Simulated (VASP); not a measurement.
Input of a VASP 6.6.1 run:

File INCAR:

```
ALGO     = Normal         # electronic algorithm
EDIFF    = 1E-8           # SCF threshold, eV
ENCUT    = 500            # plane-wave cutoff, eV
GGA      = PE             # functional
GGA_COMPAT= F            
IBRION   = 8              # ionic algorithm
ISIF     = 2              # what is computed and relaxed
ISMEAR   = 0              # smearing method
LASPH    = T              # aspherical terms in the spheres
LCHARG   = T              # write CHGCAR
LMAXMIX  = 6              # l up to which the mixer works
LREAL    = F              # projectors in reciprocal space
LWAVE    = F              # write WAVECAR
NELM     = 200            # most SCF steps
NSW      = 1              # ionic steps
PREC     = Accurate       # precision mode
SIGMA    = 0.1            # smearing width, eV
```

The input KPOINTS:

```
k-points
0
Gamma
  10 10 4
```

Contents of POSCAR:

```
NdHf
1.0
    3.3116484020      0.0000000000      0.0000000000
    0.0000000000      3.3116484020      0.0000000000
    0.0000000000      0.0000000000     10.2456433265
Nd Hf
2 2
Direct
    0.0000000000      0.5000000000      0.1502772185
    0.5000000000      0.0000000000      0.8497227815
    0.0000000000      0.5000000000      0.5995916191
    0.5000000000      0.0000000000      0.4004083809
```

Potentials or basis: VASP PAW PBE potentials, release 64 (Nd_3, Hf_pv), 4f in core.

The run is started by

```bash
$ cat potpaw_PBE.64/Nd_3/POTCAR potpaw_PBE.64/Hf_pv/POTCAR > POTCAR
$ mpirun -np 1 vasp_std > vasp.out
```

Question: Estimate the highest phonon frequency at Γ.

Answer: 121 cm⁻¹.

Phonon frequencies in cm⁻¹ (negative: imaginary):
```
              q point                          frequencies
(0.000, 0.000, 0.000)  0 0 0 54 54 60 60 85 86 103 103 121
```

Caveat: spin-orbit coupling is left out, which moves the levels of the heavy elements; the 4f electrons are frozen in the core, so they carry no moment and show no levels. Spin polarisation is off, so any magnetic state and its effect on volume and gap are missing.
